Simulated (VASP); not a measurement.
Input of a VASP 6.6.1 run:

The input POSCAR:

```
Ni
1.0
    2.4360441760      0.0000000000      0.0000000000
   -1.2180220880      2.1096761412      0.0000000000
    0.0000000000      0.0000000000      4.0747296248
Ni
2
Direct
    0.3333333333      0.6666666667      0.2500000000
    0.6666666667      0.3333333333      0.7500000000
```

INCAR.step1

```
ALGO = Normal
EDIFF = 1E-5
ENCUT = 760
GGA = PE
GGA_COMPAT = F
ISMEAR = -1
ISPIN = 2
LASPH = T
LCHARG = F
LMAXMIX = 4
LREAL = F
LWAVE = T
MAGMOM = 1.5 1.5
NBANDS = 29
NELM = 200
PREC = Accurate
SIGMA = 0.05
```

The input INCAR.step2:

```
ALGO = Normal
EDIFF = 1E-6
ENCUT = 760
GGA_COMPAT = F
ISIF = 2
ISMEAR = -1
ISPIN = 2
ISTART = 1
IVDW = 13
LASPH = T
LCHARG = F
LMAXMIX = 4
LMIXTAU = T
LORBIT = 11
LREAL = F
LWAVE = F
MAGMOM = 1.5 1.5
METAGGA = R2SCAN
NBANDS = 29
NELM = 200
PREC = Accurate
SIGMA = 0.05
VDW_A1 = 0.51559235
VDW_A2 = 5.77342911
VDW_S6 = 1.0
VDW_S8 = 0.6018749
```

Contents of KPOINTS:

```
k-points
0
Gamma
  8 8 4
```

Potentials or basis: VASP PAW PBE potentials, release 64 (Ni_sv_GW).

Launch:

```bash
$ cat potpaw_PBE.64/Ni_sv_GW/POTCAR > POTCAR
$ cp INCAR.step1 INCAR
$ mpirun -np 1 vasp_std > vasp.out
$ cp INCAR.step2 INCAR
$ mpirun -np 1 vasp_std > vasp.out
```

(1) Predict the pressure.

(2) What does it give for the net moment?

Results:

(1) -0.7 GPa.

(2) 1.51 μB per cell.

Caveat: the k points lie up to 0.39 Å⁻¹ apart; the PAW data sets were made with another functional, which shifts forces and pressure a little.
